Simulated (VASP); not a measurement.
# P (P1) in VASP: a series of runs

P is run at these levels: PBEsol; tasks: single point.

Everything below comes from runs of VASP 6.6.1. Logs are shortened: lines on timing, memory, paths and dates and some standing lists are left out, and cuts for length are marked.

### Step 1. The cell of the first run

The typed cell holds 16 atoms: a = 6.994 Å, b = 6.994 Å, c = 7.518 Å, α = 62.28°, β = 62.28°, γ = 60.00°.

### Step 2. Single point, PBEsol

INCAR

```
SYSTEM = P
PREC = Accurate
ENCUT = 400
EDIFF = 1E-6
ISMEAR = -1
SIGMA = 0.1034
LREAL = Auto
LASPH = .True.
NELM = 120
ALGO = Normal
ISIF = 2
LWAVE = .False.
LCHARG = .False.
GGA = PS
NBANDS = 54
GGA_COMPAT = .False.
ISYM = -1
```

KPOINTS

```
explicit points
4
Reciprocal
  0.25000000   0.25000000   0.25000000 2
  0.25000000   0.25000000   0.75000000 2
  0.25000000   0.75000000   0.25000000 2
  0.25000000   0.75000000   0.75000000 2
```

POSCAR

```
P
1.0
   -3.4968693850     -6.0567554423      0.0000000000
    3.4968693850     -6.0567554423      0.0000000000
    0.0000000000     -4.0378369615      6.3417294704
P
16
Direct
    0.3783538453      0.3884228517      0.3559601542
    0.4432033433      0.3913358069      0.8580424355
    0.4580469411      0.8522875741      0.3168939970
    0.4036902188      0.9284867719      0.8281802345
    0.9251685964      0.3566969776      0.3241784453
    0.9270559150      0.3979120448      0.8146824970
    0.8986488280      0.8659278460      0.3557589472
    0.8852576852      0.8380400223      0.9113397263
    0.1676622367      0.0945597064      0.1614507533
    0.1015817496      0.0997115053      0.6788637106
    0.1320884660      0.6170602546      0.1539609983
    0.1741805434      0.6361017141      0.6247559153
    0.6294390418      0.1658969928      0.1369520734
    0.6255858219      0.1209249937      0.6607432593
    0.6929107476      0.5973238202      0.0699725528
    0.6560146494      0.6527234198      0.6361479181
```

Potentials or basis: VASP PAW PBE potentials, release 64 (P).

The run is started by

```console
$ cat potpaw_PBE.64/P/POTCAR > POTCAR
$ mpirun -np 1 vasp_std > vasp.out
```

OUTCAR:

```text
SYSTEM = P
   PREC = Accurate
   ENCUT = 400
   EDIFF = 1E-6
   ISMEAR = -1
   LREAL = Auto
   LASPH = .True.
   NELM = 120
   ISIF = 2
   GGA = PS
   ISYM = -1

 ion  position               nearest neighbor table
   1  0.378  0.388  0.356-  13 2.28  11 2.29  12 2.69  15 2.74  14 2.86  10 2.95
   2  0.443  0.391  0.858-  14 2.42  16 2.43  13 2.45  12 2.57  11 2.74   9 2.95
   3  0.458  0.852  0.317-   9 2.30  13 2.54  15 2.58  12 2.66  16 2.77
   4  0.404  0.928  0.828-  14 2.12  10 2.36  16 2.39   9 2.70  15 2.75
   5  0.925  0.357  0.324-   9 2.19  11 2.41  15 2.51  14 2.86  10 2.87
   6  0.927  0.398  0.815-  10 2.27  16 2.31  15 2.36  12 2.48  13 2.80
   7  0.899  0.866  0.356-  11 2.30  16 2.41  13 2.52   9 2.55  12 2.81  14 2.90
   8  0.885  0.838  0.911-  15 2.23  10 2.45  11 2.52  12 2.58  14 2.62  13 2.83
   9  0.168  0.095  0.161-   5 2.19   3 2.30   7 2.55   4 2.70   2 2.95
  10  0.102  0.100  0.679-   6 2.27   4 2.36   8 2.45   5 2.87   1 2.95
  11  0.132  0.617  0.154-   1 2.29   7 2.30   5 2.41   8 2.52   2 2.74
  12  0.174  0.636  0.625-   6 2.48   2 2.57   8 2.58   3 2.66   1 2.69   7 2.81
  13  0.629  0.166  0.137-   1 2.28   2 2.45   7 2.52   3 2.54   6 2.80   8 2.83
  14  0.626  0.121  0.661-   4 2.12   2 2.42   8 2.62   5 2.86   1 2.86   7 2.90
  15  0.693  0.597  0.070-   8 2.23   6 2.36   5 2.51   3 2.58   1 2.74   4 2.75
  16  0.656  0.653  0.636-   6 2.31   4 2.39   7 2.41   2 2.43   3 2.77

IMPORTANT INFORMATION: All symmetrisations will be switched off!
NOSYMM: (Re-)initialisation of all symmetry stuff for point group C_1.

----------------------------------------------------------------------------------------

                                     Primitive cell

  volume of cell :     268.6316

  direct lattice vectors                    reciprocal lattice vectors
    -3.496869385 -6.056755442  0.000000000    -0.142985037 -0.082552450 -0.052561897
     3.496869385 -6.056755442  0.000000000     0.142985037 -0.082552450 -0.052561897
     0.000000000 -4.037836962  6.341729470     0.000000000  0.000000000  0.157685692

  length of vectors
     6.993738770  6.993738770  7.518088853     0.173269677  0.173269677  0.157685692

  position of ions in fractional coordinates (direct lattice)
     0.378353845  0.388422852  0.355960154
     0.443203343  0.391335807  0.858042436
     0.458046941  0.852287574  0.316893997
     0.403690219  0.928486772  0.828180235
     0.925168596  0.356696978  0.324178445
     0.927055915  0.397912045  0.814682497
[... 8 lines left out ...]
     0.692910748  0.597323820  0.069972553
     0.656014649  0.652723420  0.636147918

  ion indices of the primitive-cell ions
   primitive index   ion index
                 1           1
                 2           2
                 3           3
                 4           4
                 5           5
                 6           6
[... 8 lines left out ...]
                15          15
                16          16

----------------------------------------------------------------------------------------

 KPOINTS: explicit points

Read explicit list of k-points.

 Found      4 k-points:

 Following reciprocal coordinates:
            Coordinates               Weight
  0.250000  0.250000  0.250000      0.250000
  0.250000  0.250000  0.750000      0.250000
  0.250000  0.750000  0.250000      0.250000
  0.250000  0.750000  0.750000      0.250000
   k-points           NKPTS =      4   k-points in BZ     NKDIM =      4   number of bands    NBANDS=     54
   number of dos      NEDOS =    301   number of ions     NIONS =     16
   total plane-waves  NPLWV = 115200
   dimension x,y,z NGX =    48 NGY =   48 NGZ =   50
   dimension x,y,z NGXF=    96 NGYF=   96 NGZF=  100
   ions per type =              16
   NGX,Y,Z   is equivalent  to a cutoff of  11.41, 11.41, 11.06 a.u.
   NGXF,Y,Z  is equivalent  to a cutoff of  22.82, 22.82, 22.11 a.u.
 SYSTEM =  P
   PREC   = accura    normal or accurate (medium, high low for compatibility)
   ISTART =      0    job   : 0-new  1-cont  2-samecut
   ICHARG =      2    charge: 1-file 2-atom 10-const
   ISPIN  =      1    spin polarized calculation?
   LNONCOLLINEAR =      F non collinear calculations
   LSORBIT =      F    spin-orbit coupling
   LASPH  =      T    aspherical Exc in radial PAW
   ENCUT  =  400.0 eV  29.40 Ry    5.42 a.u.  11.41 11.41 12.26*2*pi/ulx,y,z
   NELM   =    120;   NELMIN=  2; NELMDL= -5     # of ELM steps
   EDIFF  = 0.1E-05   stopping-criterion for ELM
   LREAL  =      T    real-space projection
   EDIFFG = 0.1E-04   stopping-criterion for IOM
   NSW    =      0    number of steps for IOM
   IBRION =     -1    ionic relax: 0-MD 1-quasi-New 2-CG
   NFREE  =      0    steps in history (QN), initial steepest desc. (CG)
   ISIF   =      2    stress and relaxation
   ISYM   =     -1    0-nonsym 1-usesym 2-fastsym
   POTIM  = 0.5000    time-step for ionic-motion
   TEBEG  =    0.0;   TEEND  =   0.0 temperature during run
   PSTRESS=    0.0 pullay stress
   NELECT =      80.0000    total number of electrons
   NUPDOWN=      -1.0000    fix difference up-down
   EMIN   =  10.00;   EMAX   =-10.00  energy-range for DOS
   EFERMI =   0.00;   METHOD = LEGACY
   ISMEAR =    -1;   SIGMA  =   0.10  broadening in eV -4-tet -1-fermi 0-gaus
   EFERMI_NEDOS =   21; number of points for ismear=-14 and -15
   IALGO  =     38    algorithm
   IMIX   =      4    mixing-type and parameters
     AMIX     =   0.40;   BMIX     =  1.00
     AMIX_MAG =   1.60;   BMIX_MAG =  1.00
  volume/ion in A,a.u.               =      16.79       113.30
  Fermi-wavevector in a.u.,A,eV,Ry     =   1.093249  2.065941 16.261595  1.195193
  Thomas-Fermi vector in A             =   2.229531
   LORBIT       =      0    0 simple, 1 ext, 2 COOP (PROOUT), +10 PAW based schemes
   GGA     = PS    functional components
   LHFCALC =     F    Hartree Fock is set to
   AEXX    =    0.0000 exact exchange contribution
   IVDW    =     0    specifies the selected vdW correction
   LEPSILON=     F    determine dielectric tensor
   LRPA    =     F    only Hartree local field effects (RPA)
 non-spin polarized calculation
  energy-cutoff  :      400.00
  volume of cell :      268.63
 maximum number of plane-waves:      4890
 NGX is ok and might be reduce to    48
   NGX = 23   NGY = 23   NGZ = 25

 number of electron      80.0000002 magnetization

 Free energy of the ion-electron system (eV)
  ---------------------------------------------------
  ext. energy  EPLUGINS =         0.00000000
  ---------------------------------------------------
  free energy    TOTEN  =       -89.26722133 eV

  energy without entropy =      -89.17539385  energy(sigma->0) =      -89.22130759

 E-fermi :   7.8582     XC(G=0): -10.7260

 val. band max:        7.6523493784   @ k =   0.2500   0.2500   0.2500
 cond. band min:       8.1243028661   @ k =   0.2500   0.7500   0.7500
 fundamental gap:      0.4719534877
 Fermi energy:         7.8581689096

 k-point     1 :       0.2500    0.2500    0.2500
  band No.  band energies     occupation
      1      -7.5838      2.00000
      2      -5.8950      2.00000
      3      -5.2918      2.00000
      4      -5.0096      2.00000
      5      -4.5463      2.00000
      6      -4.3380      2.00000
[... 44 lines left out ...]
     51      10.0181      0.00000
     52      10.2489      0.00000

 k-point     2 :       0.2500    0.2500    0.7500
  band No.  band energies     occupation
      1      -7.1706      2.00000
      2      -6.5377      2.00000
      3      -5.6280      2.00000
      4      -5.2221      2.00000
      5      -4.8674      2.00000
      6      -4.2773      2.00000
[... 44 lines left out ...]
     51      10.6731      0.00000
     52      10.7498      0.00000

 k-point     3 :       0.2500    0.7500    0.2500
  band No.  band energies     occupation
      1      -7.0264      2.00000
      2      -6.3178      2.00000
      3      -5.9478      2.00000
      4      -5.4925      2.00000
      5      -5.0460      2.00000
      6      -4.2829      2.00000
[... 44 lines left out ...]
     51      10.8382      0.00000
     52      11.0196      0.00000

 k-point     4 :       0.2500    0.7500    0.7500
  band No.  band energies     occupation
      1      -7.0332      2.00000
      2      -6.3271      2.00000
      3      -5.8442      2.00000
      4      -5.5578      2.00000
      5      -5.1072      2.00000
      6      -4.2069      2.00000
[... 44 lines left out ...]
     51      10.8420      0.00000
     52      11.0408      0.00000
 [bands above 52 left out]

------------------------ aborting loop because EDIFF is reached ----------------------------------------

  FORCE on cell =-STRESS in cart. coord.  units (eV):
  Direction    XX          YY          ZZ          XY          YZ          ZX
  --------------------------------------------------------------------------------------
  -------------------------------------------------------------------------------------
  Total      -11.5630955     -7.5862863    -12.8971458     -0.1654008      3.9555848      2.6277664
  in kB      -68.9648091    -45.2462564    -76.9213742     -0.9864864     23.5919655     15.6725689
  external PRESSURE =     -63.7108132 kB  Pullay stress =       0.0000000 kB

 VOLUME and BASIS-vectors are now :
 -----------------------------------------------------------------------------
  energy-cutoff  :      400.00
  volume of cell :      268.63
      direct lattice vectors                 reciprocal lattice vectors
    -3.496869385 -6.056755442  0.000000000    -0.142985037 -0.082552450 -0.052561897
     3.496869385 -6.056755442  0.000000000     0.142985037 -0.082552450 -0.052561897
     0.000000000 -4.037836962  6.341729470     0.000000000  0.000000000  0.157685692

 POSITION                                       TOTAL-FORCE (eV/Angst)
 -----------------------------------------------------------------------------------
      0.03521     -6.08149      2.25740        -0.424781      0.156912     -0.398675
     -0.18137     -8.51924      5.44147         0.460626      1.340148     -1.051616
      1.37861     -9.21594      2.00966         0.825141     -0.044937     -0.421253
      1.83514    -11.41273      5.25209        -0.459493      1.926457      0.700082
     -1.98787     -9.07293      2.05585         0.907100     -0.480419     -0.421332
     -1.85035    -11.31456      5.16650        -0.117580     -0.227002     -0.483654
[... 8 lines left out ...]
     -0.33426     -8.09717      0.44375         0.448928     -0.244119      2.259705
     -0.01151    -10.49537      4.03428        -0.212806      0.566944      0.330855
 -----------------------------------------------------------------------------------
    total drift:                               -0.002486     -0.001277     -0.002674

  FREE ENERGIE OF THE ION-ELECTRON SYSTEM (eV)
  ---------------------------------------------------
  free  energy   TOTEN  =       -89.2672213316 eV

  energy  without entropy=      -89.1753938524  energy(sigma->0) =      -89.22130759
```

Wall time 46 s (1 thread of Intel Xeon 6975P-C (Granite Rapids), shared host); peak memory 0.3 GiB.

Results:

* Free energy: -89.2672 eV
* Pressure: -6.4 GPa
* Largest force: 2.317 eV/Å
* Band gap on the k mesh: zero (bands 40 and 41 overlap by 0.56 eV)

Forces in eV/Å, atoms in the order of the input:
```
P   -0.425  0.157 -0.399
P    0.461  1.340 -1.052
P    0.825 -0.045 -0.421
P   -0.459  1.926  0.700
P    0.907 -0.480 -0.421
P   -0.118 -0.227 -0.484
P   -0.066 -0.835 -0.638
P   -0.007 -0.244 -2.046
P   -0.350  0.095 -0.182
P   -0.251 -1.331 -0.581
P    0.030  0.230  0.557
P    0.232  0.201  1.273
P   -0.992  0.881  1.075
P   -0.023 -1.992  0.028
P    0.449 -0.244  2.260
P   -0.213  0.567  0.331
```

Stress tensor (GPa, compression positive):
```
-6.90 -0.10  1.57
-0.10 -4.52  2.36
 1.57  2.36 -7.69
```

Caveat: the cell stands under tension; the atoms stand as in a frame of molecular dynamics; the PAW data sets were made with another functional, which shifts forces and pressure a little.

### Step 3. Single point, PBEsol

INCAR

```
PREC = Accurate ; ENCUT = 400
EDIFF = 1E-6 ; ISMEAR = -1
SIGMA = 0.1034 ; LREAL = Auto
LASPH = T ; NELM = 120
ALGO = Normal ; ISIF = 2
LWAVE = F ; LCHARG = F
GGA = PS ; NBANDS = 54
GGA_COMPAT = F ; ISYM = -1
```

KPOINTS is that of step 2.

POSCAR

```
P
1.0
   -3.4968693850     -6.0567554423      0.0000000000
    3.4968693850     -6.0567554423      0.0000000000
    0.0000000000     -4.0378369615      6.3417294704
P
16
Direct
    0.3574317391      0.4009446598      0.3720622286
    0.4029162371      0.4225984134      0.8697460252
    0.3974797504      0.8886456508      0.3969555957
    0.4031019153      0.9150026479      0.9060947848
    0.8847870270      0.4188885846      0.4020736003
    0.8642987566      0.4466205882      0.8555650356
    0.8838396345      0.9249632751      0.3670274822
    0.8767304300      0.8897500756      0.8789700075
    0.1918134571      0.1254332254      0.1370821641
    0.1519935701      0.0881327347      0.6977371111
    0.1289475029      0.6418757260      0.1711741261
    0.0817769556      0.6674399514      0.6821757409
    0.6184993493      0.1621380088      0.1757558416
    0.6893393307      0.1829366588      0.6387968801
    0.6287561570      0.6254486271      0.1904471021
    0.6598399973      0.6769953421      0.6360968280
```

Potentials or basis: VASP PAW PBE potentials, release 64 (P).

The run is started by

```console
$ cat potpaw_PBE.64/P/POTCAR > POTCAR
$ mpirun -np 1 vasp_std > vasp.out
```

It took 44 s on 1 thread of Intel Xeon 6975P-C (Granite Rapids), shared host; peak memory 0.3 GiB.

It converged, with:

```yaml
Free_energy: -89.3274 eV
Pressure: -6.2 GPa
Largest_force: 2.067 eV/Å
Band_gap_on_the_k_mesh: zero (bands 40 and 41 overlap by 0.25 eV)
```

Forces on the atoms (eV/Å):
```
P   -0.591 -1.067  0.092
P    0.059  0.787 -0.282
P    0.651  0.481 -1.506
P    0.379  1.206 -0.792
P    0.251  0.215 -0.938
P   -1.165  0.466  0.374
P   -0.344 -0.245 -0.256
P    1.021 -1.218 -0.140
P    0.402 -0.493  1.053
P    0.589 -0.955  0.269
P    0.288 -0.776 -0.247
P   -1.948 -0.531 -0.442
P   -0.316  0.541  0.452
P    0.498  1.335  1.346
P    0.160 -0.142  0.744
P    0.066  0.398  0.273
```

Stress tensor (GPa, compression positive):
```
 -5.03  -0.43   0.63
 -0.43  -3.60   0.73
  0.63   0.73 -10.05
```

Levels at points of the mesh, in eV from the Fermi level:
```
           k point  band 36  band 37  band 38  band 39  band 40  band 41  band 42  band 43  band 44  band 45
(0.25, 0.25, 0.25)    -1.69    -1.36    -1.20    -0.84    -0.66    -0.08     0.43     0.49     0.87     1.16
```

Caveat: the stress differs along the axes, from -10 to -4 GPa; the atoms stand as in a frame of molecular dynamics; the PAW data sets were made with another functional, which shifts forces and pressure a little.

[end of part 1 of 2]

The gap in the log of VASP goes by the Fermi energy; the results here count the filled bands.